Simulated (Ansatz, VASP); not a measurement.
**ZnPtC6N6 in VASP and in Ansatz**

```xyz
14
Lattice="0.0000 5.2593 5.2593 5.2593 0.0000 5.2593 5.2593 5.2593 0.0000" Properties=species:S:1:pos:R:3 pbc="T T T"
Zn    5.2593    5.2593    5.2593
Pt    0.0000    0.0000    0.0000
C     5.2593    5.2593    2.0012
C     5.2593    5.2593    8.5174
C     2.0012    5.2593    5.2593
C     8.5174    5.2593    5.2593
C     5.2593    2.0012    5.2593
C     5.2593    8.5174    5.2593
N     5.2593    5.2593    3.1571
N     5.2593    5.2593    7.3615
N     3.1571    5.2593    5.2593
N     7.3615    5.2593    5.2593
N     5.2593    3.1571    5.2593
N     5.2593    7.3615    5.2593
```

Alike in both runs: functional PBE; k mesh 6 × 6 × 6; occupations fermi-dirac, width 0.05 eV; no spin polarisation.

Ansatz relaxed the structure, and its values are those at the end. VASP's run is a single point on that final structure, the one shown.

|  | VASP | Ansatz |
| --- | --- | --- |
| version | VASP 6.6.1 | Ansatz 0.2.0 |
| potentials or method | VASP PAW PBE potentials, release 64 (Zn, Pt, C, N) | plane-wave PAW, scalar-relativistic |
| plane-wave cutoff (eV) | 520 | 420 |
| valence electrons in the cell | 76 | 84 |

|  | VASP | Ansatz | Ansatz less VASP |
| --- | --- | --- | --- |
| gap on the k mesh at the Fermi level (eV) | 4.98 | 5.04 | +0.058 |
| pressure (GPa) | 2.7 | 2.2 | -0.44 |
| rms of the force components (eV/Å) | 0.249 | 0.001 | -0.2488 |

One of these differences is far larger than is usual between the two programs; its cause wasn't traced. VASP's potentials hold 76 valence electrons a cell and Ansatz's 84, so a difference there can come from the potentials and not from the codes. Ansatz's warnings: stress scf threshold loose.

Spin-orbit coupling is off throughout. Noted on VASP's run: the standard files for N, O and F lose accuracy on very short bonds.
